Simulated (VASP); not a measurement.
# ZnSe (F-43m) in VASP: a series of runs, part 2 of 3

VASP 6.6.1. The steps go on from the part before.

## 3. Single point, r2SCAN

POSCAR reads:

```
ZnSe
1.0
    0.0000000000      2.8324206805      2.8324206805
    2.8324206805      0.0000000000      2.8324206805
    2.8324206805      2.8324206805      0.0000000000
Zn Se
1 1
Direct
    0.0000000000      0.0000000000      0.0000000000
    0.2500000000      0.2500000000      0.2500000000
```

INCAR.step1 reads:

```
PREC     = Accurate       # precision mode
ENCUT    = 520            # plane-wave cutoff, eV
ISMEAR   = 0              # smearing method
SIGMA    = 0.5            # smearing width, eV
LREAL    = F              # projectors in reciprocal space
LASPH    = T              # aspherical terms in the spheres
NELM     = 80             # most SCF steps
NBANDS   = 16             # bands
GGA      = PE             # functional
ALGO     = Normal         # electronic algorithm
EDIFF    = 1E-4           # SCF threshold, eV
LWAVE    = T              # write WAVECAR
LCHARG   = F              # write CHGCAR
```

INCAR.step2 reads:

```
PREC     = Accurate       # precision mode
ENCUT    = 520            # plane-wave cutoff, eV
EDIFF    = 1E-6           # SCF threshold, eV
ISMEAR   = 0              # smearing method
SIGMA    = 0.5            # smearing width, eV
LREAL    = F              # projectors in reciprocal space
LASPH    = T              # aspherical terms in the spheres
NELM     = 80             # most SCF steps
ALGO     = Normal         # electronic algorithm
ISIF     = 2              # what is computed and relaxed
LWAVE    = F              # write WAVECAR
LCHARG   = T              # write CHGCAR
METAGGA  = R2SCAN         # meta-GGA
LMIXTAU  = T            
LELF     = T              # ELF
LVHAR    = T            
NBANDS   = 16             # bands
ISTART   = 1
```

KPOINTS reads:

```
Automatic mesh
0
Gamma
  6 6 6
```

Potentials or basis: VASP PAW PBE potentials, release 64 (Zn, Se).

Started as:

```
> cat potpaw_PBE.64/Zn/POTCAR potpaw_PBE.64/Se/POTCAR > POTCAR
> cp INCAR.step1 INCAR
> mpirun -np 1 vasp_std > vasp.out
> cp INCAR.step2 INCAR
> mpirun -np 1 vasp_std > vasp.out
```

OUTCAR:

```text
PREC = Accurate
   ENCUT = 520
   EDIFF = 1E-6
   ISMEAR = 0
   LREAL = F
   LASPH = T
   NELM = 80
   ISIF = 2
   METAGGA = R2SCAN
   ISTART = 1

 ion  position               nearest neighbor table
   1  0.000  0.000  0.000-   2 2.45   2 2.45   2 2.45   2 2.45
   2  0.250  0.250  0.250-   1 2.45   1 2.45   1 2.45   1 2.45

  LATTYP: Found a face centered cubic cell.
 ALAT       =     5.6648413610

  Lattice vectors:

 A1 = (   0.0000000000,   2.8324206805,   2.8324206805)
 A2 = (   2.8324206805,   0.0000000000,   2.8324206805)
 A3 = (   2.8324206805,   2.8324206805,   0.0000000000)

Analysis of symmetry for initial positions (statically):
=====================================================================
 Subroutine PRICEL returns:
 Original cell was already a primitive cell.

 Routine SETGRP: Setting up the symmetry group for a
 face centered cubic supercell.

 Subroutine GETGRP returns: Found 24 space group operations
 (whereof 24 operations were pure point group operations)
 out of a pool of 48 trial point group operations.

The static configuration has the point symmetry T_d .

Analysis of symmetry for dynamics (positions and initial velocities):
=====================================================================
 Subroutine PRICEL returns:
 Original cell was already a primitive cell.

 Routine SETGRP: Setting up the symmetry group for a
 face centered cubic supercell.

 Subroutine GETGRP returns: Found 24 space group operations
 (whereof 24 operations were pure point group operations)
 out of a pool of 48 trial point group operations.

The dynamic configuration has the point symmetry T_d .

 Subroutine INISYM returns: Found 24 space group operations
 (whereof 24 operations are pure point group operations),
[... 101 lines left out ...]
   EFERMI =   0.00;   METHOD = LEGACY
   ISMEAR =     0;   SIGMA  =   0.50  broadening in eV -4-tet -1-fermi 0-gaus
   EFERMI_NEDOS =   21; number of points for ismear=-14 and -15
   IALGO  =     38    algorithm
   IMIX   =      4    mixing-type and parameters
     AMIX     =   0.40;   BMIX     =  1.00
     AMIX_MAG =   1.60;   BMIX_MAG =  1.00
  volume/ion in A,a.u.               =      22.72       153.35
  Fermi-wavevector in a.u.,A,eV,Ry     =   1.202259  2.271939 19.666213  1.445426
  Thomas-Fermi vector in A             =   2.338045
   LORBIT       =      0    0 simple, 1 ext, 2 COOP (PROOUT), +10 PAW based schemes
   METAGGA = R2SCAN    functional components
   LHFCALC =     F    Hartree Fock is set to
   AEXX    =    0.0000 exact exchange contribution
   IVDW    =     0    specifies the selected vdW correction
   LEPSILON=     F    determine dielectric tensor
   LRPA    =     F    only Hartree local field effects (RPA)
 non-spin polarized calculation
 Gauss-broadening in eV      SIGMA  =   0.50
  energy-cutoff  :      520.00
  volume of cell :       45.45
 maximum number of plane-waves:      1243
 NGX is ok and might be reduce to    30
   NGX = 15   NGY = 15   NGZ = 15

 number of electron      18.0000011 magnetization

 Free energy of the ion-electron system (eV)
  ---------------------------------------------------
  ext. energy  EPLUGINS =         0.00000000
  ---------------------------------------------------
  free energy    TOTEN  =       -24.90527777 eV

  energy without entropy =      -24.90511032  energy(sigma->0) =      -24.90519404

 E-fermi :   2.3388     XC(G=0):  -9.9261

 val. band max:        1.3133202440   @ k =   0.0000   0.0000   0.0000
 cond. band min:       3.1856904239   @ k =   0.0000   0.0000   0.0000
 fundamental gap:      1.8723701799
 Fermi energy:         2.3388457945

 k-point     1 :       0.0000    0.0000    0.0000
  band No.  band energies     occupation
      1     -12.4093      2.00000
      2      -5.3882      2.00000
      3      -5.3882      2.00000
      4      -5.3881      2.00000
      5      -4.9798      2.00000
      6      -4.9798      2.00000
[... 281 lines left out ...]
      3      -5.1553      2.00000
      4      -5.0729      2.00000
      5      -4.9655      2.00000
      6      -4.7079      2.00000
[... 8 lines left out ...]
     15      15.7746      0.00000
     16      16.3100      0.00000

------------------------ aborting loop because EDIFF is reached ----------------------------------------

  FORCE on cell =-STRESS in cart. coord.  units (eV):
  Direction    XX          YY          ZZ          XY          YZ          ZX
  --------------------------------------------------------------------------------------
  -------------------------------------------------------------------------------------
  Total        0.0412933      0.0412933      0.0412933      0.0000000      0.0000000     -0.0000000
  in kB        1.4557500      1.4557500      1.4557500      0.0000000      0.0000000     -0.0000000
  external PRESSURE =       1.4557500 kB  Pullay stress =       0.0000000 kB

 VOLUME and BASIS-vectors are now :
 -----------------------------------------------------------------------------
  energy-cutoff  :      520.00
  volume of cell :       45.45
      direct lattice vectors                 reciprocal lattice vectors
     0.000000000  2.832420680  2.832420680    -0.176527450  0.176527450  0.176527450
     2.832420680  0.000000000  2.832420680     0.176527450 -0.176527450  0.176527450
     2.832420680  2.832420680  0.000000000     0.176527450  0.176527450 -0.176527450

 POSITION                                       TOTAL-FORCE (eV/Angst)
 -----------------------------------------------------------------------------------
      0.00000      0.00000      0.00000         0.000000      0.000000      0.000000
      1.41621      1.41621      1.41621        -0.000000     -0.000000     -0.000000
 -----------------------------------------------------------------------------------
    total drift:                                0.000022      0.000022      0.000022

  FREE ENERGIE OF THE ION-ELECTRON SYSTEM (eV)
  ---------------------------------------------------
  free  energy   TOTEN  =       -24.9052777650 eV

  energy  without entropy=      -24.9051103207  energy(sigma->0) =      -24.90519404
```

OUTCAR.step1:

```text
PREC = Accurate
   ENCUT = 520
   ISMEAR = 0
   LREAL = F
   LASPH = T
[... 514 lines left out ...]
 -----------------------------------------------------------------------------------
      0.00000      0.00000      0.00000        -0.000000     -0.000000     -0.000000
      1.41621      1.41621      1.41621         0.000000      0.000000      0.000000
 -----------------------------------------------------------------------------------
    total drift:                               -0.000001     -0.000001     -0.000001

  FREE ENERGIE OF THE ION-ELECTRON SYSTEM (eV)
  ---------------------------------------------------
  free  energy   TOTEN  =        -6.0140984687 eV

  energy  without entropy=       -6.0129417119  energy(sigma->0) =       -6.01352009
```

OSZICAR.step1:

```text
N       E                     dE             d eps       ncg     rms          rms(c)
DAV:   1     0.892542354890E+02    0.89254E+02   -0.86346E+03   512   0.129E+03
DAV:   2    -0.661772285130E+00   -0.89916E+02   -0.84237E+02   592   0.258E+02
DAV:   3    -0.625706131263E+01   -0.55953E+01   -0.55775E+01   568   0.617E+01
DAV:   4    -0.630368616743E+01   -0.46625E-01   -0.46619E-01   664   0.617E+00
DAV:   5    -0.630389456791E+01   -0.20840E-03   -0.20840E-03   608   0.364E-01    0.476E+00
DAV:   6    -0.603309035167E+01    0.27080E+00   -0.53047E-01   720   0.239E+01    0.364E+00
DAV:   7    -0.601393579771E+01    0.19155E-01   -0.15722E-01   568   0.350E+00    0.155E+00
DAV:   8    -0.601375692577E+01    0.17887E-03   -0.43327E-03   704   0.660E-01    0.454E-01
DAV:   9    -0.601399671894E+01   -0.23979E-03   -0.10790E-03   568   0.251E-01    0.669E-02
DAV:  10    -0.601410593970E+01   -0.10922E-03   -0.19409E-04   592   0.105E-01    0.218E-02
DAV:  11    -0.601409846872E+01    0.74710E-05   -0.32638E-05   312   0.522E-02
   1 F= -.60140985E+01 E0= -.60135201E+01  d E =-.115676E-02
```

Wall time 56 s (1 thread of Intel Xeon Platinum 8259CL at 2.50GHz (Skylake/Cascade Lake), shared host); peak memory 0.17 GiB.

Results:

```yaml
Free_energy: -24.9053 eV
Pressure: 0.1 GPa
Band_gap_on_the_k_mesh: 1.87 eV, direct
```

Caveat: the PAW data sets were made with another functional, which shifts forces and pressure a little. r2SCAN opens gaps a little over a GGA but as a rule still falls short of measured ones.

## 4. Single point, r2SCAN

POSCAR is that of step 3.

INCAR.step1 reads:

```
ALGO     = Normal         # electronic algorithm
EDIFF    = 1E-4           # SCF threshold, eV
ENCUT    = 520            # plane-wave cutoff, eV
GGA      = PE             # functional
ISMEAR   = -1             # smearing method
LASPH    = T              # aspherical terms in the spheres
LCHARG   = F              # write CHGCAR
LREAL    = F              # projectors in reciprocal space
LWAVE    = T              # write WAVECAR
NBANDS   = 16             # bands
NELM     = 60             # most SCF steps
PREC     = Accurate       # precision mode
SIGMA    = 0.001          # smearing width, eV
```

INCAR.step2 reads:

```
ALGO     = Normal         # electronic algorithm
EDIFF    = 1E-6           # SCF threshold, eV
ENCUT    = 520            # plane-wave cutoff, eV
ISIF     = 2              # what is computed and relaxed
ISMEAR   = -1             # smearing method
ISTART   = 1            
LASPH    = T              # aspherical terms in the spheres
LCHARG   = F              # write CHGCAR
LMIXTAU  = T            
LREAL    = F              # projectors in reciprocal space
LWAVE    = F              # write WAVECAR
METAGGA  = R2SCAN         # meta-GGA
NBANDS   = 16             # bands
NELM     = 60             # most SCF steps
PREC     = Accurate       # precision mode
SIGMA    = 0.001          # smearing width, eV
```

KPOINTS reads:

```
k-points
0
Gamma
  6 6 6
```

Potentials or basis: VASP PAW PBE potentials, release 64 (Zn, Se).

Started as:

```
> cat potpaw_PBE.64/Zn/POTCAR potpaw_PBE.64/Se/POTCAR > POTCAR
> cp INCAR.step1 INCAR
> mpirun -np 1 vasp_std > vasp.out
> cp INCAR.step2 INCAR
> mpirun -np 1 vasp_std > vasp.out
```

OUTCAR:

```text
EDIFF = 1E-6
   ENCUT = 520
   ISIF = 2
   ISMEAR = -1
   ISTART = 1
   LASPH = T
   LREAL = F
   METAGGA = R2SCAN
   NELM = 60
   PREC = Accurate

 ion  position               nearest neighbor table
   1  0.000  0.000  0.000-   2 2.45   2 2.45   2 2.45   2 2.45
   2  0.250  0.250  0.250-   1 2.45   1 2.45   1 2.45   1 2.45

  LATTYP: Found a face centered cubic cell.
 ALAT       =     5.6648413610

  Lattice vectors:

 A1 = (   0.0000000000,   2.8324206805,   2.8324206805)
 A2 = (   2.8324206805,   0.0000000000,   2.8324206805)
 A3 = (   2.8324206805,   2.8324206805,   0.0000000000)

Analysis of symmetry for initial positions (statically):
=====================================================================
 Subroutine PRICEL returns:
 Original cell was already a primitive cell.

 Routine SETGRP: Setting up the symmetry group for a
 face centered cubic supercell.

 Subroutine GETGRP returns: Found 24 space group operations
 (whereof 24 operations were pure point group operations)
 out of a pool of 48 trial point group operations.

The static configuration has the point symmetry T_d .

Analysis of symmetry for dynamics (positions and initial velocities):
=====================================================================
 Subroutine PRICEL returns:
 Original cell was already a primitive cell.

 Routine SETGRP: Setting up the symmetry group for a
 face centered cubic supercell.

 Subroutine GETGRP returns: Found 24 space group operations
 (whereof 24 operations were pure point group operations)
 out of a pool of 48 trial point group operations.

The dynamic configuration has the point symmetry T_d .

 Subroutine INISYM returns: Found 24 space group operations
 (whereof 24 operations are pure point group operations),
 and found     1 'primitive' translations

----------------------------------------------------------------------------------------
[... 101 lines left out ...]
   IALGO  =     38    algorithm
   IMIX   =      4    mixing-type and parameters
     AMIX     =   0.40;   BMIX     =  1.00
     AMIX_MAG =   1.60;   BMIX_MAG =  1.00
  volume/ion in A,a.u.               =      22.72       153.35
  Fermi-wavevector in a.u.,A,eV,Ry     =   1.202259  2.271939 19.666213  1.445426
  Thomas-Fermi vector in A             =   2.338045
   LORBIT       =      0    0 simple, 1 ext, 2 COOP (PROOUT), +10 PAW based schemes
   METAGGA = R2SCAN    functional components
   LHFCALC =     F    Hartree Fock is set to
   AEXX    =    0.0000 exact exchange contribution
   IVDW    =     0    specifies the selected vdW correction
   LEPSILON=     F    determine dielectric tensor
   LRPA    =     F    only Hartree local field effects (RPA)
 non-spin polarized calculation
  energy-cutoff  :      520.00
  volume of cell :       45.45
 maximum number of plane-waves:      1243
 NGX is ok and might be reduce to    30
   NGX = 15   NGY = 15   NGZ = 15

 number of electron      18.0000011 magnetization

 Free energy of the ion-electron system (eV)
  ---------------------------------------------------
  ext. energy  EPLUGINS =         0.00000000
  ---------------------------------------------------
  free energy    TOTEN  =       -24.90526119 eV

  energy without entropy =      -24.90526119  energy(sigma->0) =      -24.90526119

 E-fermi :   1.3533     XC(G=0):  -9.9261

 val. band max:        1.3133655467   @ k =   0.0000   0.0000   0.0000
 cond. band min:       3.1857258758   @ k =   0.0000   0.0000   0.0000
 fundamental gap:      1.8723603290
 Fermi energy:         1.3533048179

 k-point     1 :       0.0000    0.0000    0.0000
  band No.  band energies     occupation
      1     -12.4093      2.00000
      2      -5.3881      2.00000
      3      -5.3881      2.00000
      4      -5.3881      2.00000
      5      -4.9798      2.00000
      6      -4.9798      2.00000
[... 281 lines left out ...]
      3      -5.1553      2.00000
      4      -5.0729      2.00000
      5      -4.9655      2.00000
      6      -4.7079      2.00000
[... 8 lines left out ...]
     15      15.7746      0.00000
     16      16.3100      0.00000

------------------------ aborting loop because EDIFF is reached ----------------------------------------

  FORCE on cell =-STRESS in cart. coord.  units (eV):
  Direction    XX          YY          ZZ          XY          YZ          ZX
  --------------------------------------------------------------------------------------
  -------------------------------------------------------------------------------------
  Total        0.0409436      0.0409436      0.0409436      0.0000000      0.0000000      0.0000000
  in kB        1.4434237      1.4434237      1.4434237      0.0000000      0.0000000      0.0000000
  external PRESSURE =       1.4434237 kB  Pullay stress =       0.0000000 kB

 VOLUME and BASIS-vectors are now :
 -----------------------------------------------------------------------------
  energy-cutoff  :      520.00
  volume of cell :       45.45
      direct lattice vectors                 reciprocal lattice vectors
     0.000000000  2.832420680  2.832420680    -0.176527450  0.176527450  0.176527450
     2.832420680  0.000000000  2.832420680     0.176527450 -0.176527450  0.176527450
     2.832420680  2.832420680  0.000000000     0.176527450  0.176527450 -0.176527450

 POSITION                                       TOTAL-FORCE (eV/Angst)
 -----------------------------------------------------------------------------------
      0.00000      0.00000      0.00000         0.000000      0.000000      0.000000
      1.41621      1.41621      1.41621        -0.000000     -0.000000     -0.000000
 -----------------------------------------------------------------------------------
    total drift:                                0.000022      0.000022      0.000022

  FREE ENERGIE OF THE ION-ELECTRON SYSTEM (eV)
  ---------------------------------------------------
  free  energy   TOTEN  =       -24.9052611936 eV

  energy  without entropy=      -24.9052611936  energy(sigma->0) =      -24.90526119
```

OUTCAR.step1:

```text
EDIFF = 1E-4
   ENCUT = 520
   GGA = PE
   ISMEAR = -1
   LASPH = T
   LREAL = F
[... 512 lines left out ...]
 -----------------------------------------------------------------------------------
      0.00000      0.00000      0.00000         0.000000      0.000000      0.000000
      1.41621      1.41621      1.41621        -0.000000     -0.000000     -0.000000
 -----------------------------------------------------------------------------------
    total drift:                               -0.000001     -0.000001     -0.000001

  FREE ENERGIE OF THE ION-ELECTRON SYSTEM (eV)
  ---------------------------------------------------
  free  energy   TOTEN  =        -6.0139136765 eV

  energy  without entropy=       -6.0139136765  energy(sigma->0) =       -6.01391368
```

Run time: 54 s. Hardware: 1 thread of Intel Xeon Platinum 8259CL at 2.50GHz (Skylake/Cascade Lake), shared host; peak memory 0.17 GiB.

What came out:

* Free energy: -24.9053 eV
* Pressure: 0.1 GPa
* Band gap on the k mesh: 1.87 eV, direct

Levels at points of the mesh, in eV from the valence-band top:
```
           k point  band 6  band 7  band 8  band 9  band 10  band 11  band 12  band 13
(0.00, 0.00, 0.00)   -6.29    0.00    0.00    0.00     1.87     6.31     6.31     6.31
(0.50, 0.00, 0.00)   -6.14   -5.31   -0.89   -0.89     3.05     6.86     6.86     9.08
(0.50, 0.50, 0.00)   -6.11   -4.80   -2.24   -2.24     3.33     3.87    11.52    12.08
```

Caveat: the PAW data sets were made with another functional, which shifts forces and pressure a little.

(Part 2 of 3 ends here.)
